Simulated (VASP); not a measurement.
## Al6H: relaxation of the atoms with PBE+D3(BJ)

Al6H, a slab with vacuum:

```xyz
14
Lattice="5.6324 0.0000 0.0000 -2.8162 4.8778 0.0000 0.0000 0.0000 23.1557" Properties=species:S:1:pos:R:3 pbc="T T T"
Al    1.4081    0.8130    8.0000
Al    0.0000    3.2519    8.0000
Al    4.2243    0.8130    8.0000
Al    2.8162    3.2519    8.0000
Al    2.8162    1.6259   10.2994
Al    1.4081    4.0649   10.2994
Al    0.0000    1.6259   10.2994
Al   -1.4081    4.0649   10.2994
Al   -1.4081    2.4389   12.5989
Al    0.0000    0.0000   12.5989
Al    1.4081    2.4389   12.5989
Al    2.8162    0.0000   12.5989
H     0.0000    0.0000   14.8689
H     0.3729   -0.3367   15.4257
```

```
Program                   : VASP 6.6.1
Task                      : relaxation of the atoms
Functional                : PBE
Dispersion                : D3(BJ)
Potentials or basis       : VASP PAW PBE potentials, release 64 (Al, H)
Cutoff                    : 520 eV
k mesh                    : 4 × 4 × 1
Occupations               : gaussian, width 0.1 eV
Spin                      : no spin polarisation
Dipole correction         : yes
Atoms held fixed (from 0) : [0, 1, 2, 3]
Further INCAR settings    : ALGO = Normal; EDIFF = 1e-07; IBRION = 2; EDIFFG = -0.04; NSW = 100
```

- Energy gained by relaxing: 7.4 meV/atom
- Ionic steps: 40
- Band gap on the k mesh: zero (bands 19 and 20 overlap by 0.70 eV)
- Dispersion energy per atom: -0.208 eV

Step by step:
```tsv
step	energy change (eV)	largest force on free atoms (eV/Å)	pressure (GPa)
1	0.0000	0.4289	-0.33
2	-0.0052	0.6662	-0.36
3	-0.0061	0.4777	-0.35
4	-0.0137	0.4214	-0.33
5	-0.0286	0.2583	-0.27
6	-0.0219	0.4723	-0.14
7	-0.0318	0.1682	-0.23
8	-0.0380	0.1648	-0.22
9	-0.0452	0.3551	-0.20
10	-0.0481	0.1450	-0.22
11	-0.0483	0.2258	-0.23
12	-0.0512	0.2177	-0.23
13	-0.0582	0.1975	-0.23
14	-0.0656	0.1667	-0.23
15	-0.0661	0.2023	-0.23
16	-0.0714	0.2523	-0.21
17	-0.0727	0.5178	-0.20
18	-0.0749	0.4838	-0.20
19	-0.0804	0.3827	-0.21
20	-0.0876	0.1814	-0.22
21	-0.0851	0.2592	-0.23
22	-0.0893	0.1057	-0.22
23	-0.0900	0.1012	-0.23
24	-0.0921	0.0878	-0.25
25	-0.0950	0.1731	-0.28
26	-0.0962	0.3502	-0.34
27	-0.0965	0.2964	-0.32
28	-0.0972	0.2350	-0.32
29	-0.0987	0.0951	-0.33
30	-0.0972	0.3828	-0.33
31	-0.0988	0.1017	-0.33
32	-0.0993	0.0947	-0.33
33	-0.1004	0.0736	-0.34
34	-0.1020	0.0657	-0.36
35	-0.1027	0.0651	-0.39
36	-0.1029	0.0576	-0.38
37	-0.1032	0.0741	-0.39
38	-0.1032	0.0962	-0.39
39	-0.1034	0.0808	-0.39
40	-0.1039	0.0355	-0.38
```

Final structure:
```
CELL_PARAMETERS angstrom
5.63242 0.00000 0.00000
-2.81621 4.87782 0.00000
0.00000 0.00000 23.15566
ATOMIC_POSITIONS crystal
Al 0.33333 0.16667 0.34549
Al 0.33333 0.66667 0.34549
Al 0.83333 0.16667 0.34549
Al 0.83333 0.66667 0.34549
Al 0.66713 0.33226 0.44485
Al 0.66711 0.83218 0.44467
Al 0.16718 0.33225 0.44468
Al 0.16716 0.83221 0.44462
Al 0.00080 0.49818 0.54399
Al 0.00086 0.99798 0.54331
Al 0.50083 0.49810 0.54400
Al 0.50073 0.99810 0.54399
H 0.99362 0.01512 0.67061
H 0.03207 0.92952 0.68917
```

Levels at points of the mesh, in eV from the Fermi level:
| k point | band 16 | band 17 | band 18 | band 19 | band 20 | band 21 | band 22 | band 23 |
| --- | --- | --- | --- | --- | --- | --- | --- | --- |
| (0.00, 0.00, 0.00) | -2.82 | -2.82 | -0.44 | -0.44 | -0.43 | -0.20 | -0.20 | -0.19 |
| (0.50, 0.00, 0.00) | -0.48 | -0.48 | -0.16 | -0.16 | 0.94 | 0.94 | 1.21 | 1.23 |
| (0.00, 0.50, 0.00) | -0.48 | -0.48 | -0.16 | -0.16 | 0.94 | 0.94 | 1.21 | 1.23 |
| (0.50, 0.50, 0.00) | -0.49 | -0.48 | -0.17 | -0.16 | 0.93 | 0.93 | 1.22 | 1.23 |

Wall time 95 min on 1 thread of Intel(R) Xeon(R) 6975P-C (Granite Rapids), on a shared host, peak memory 0.79 GiB.
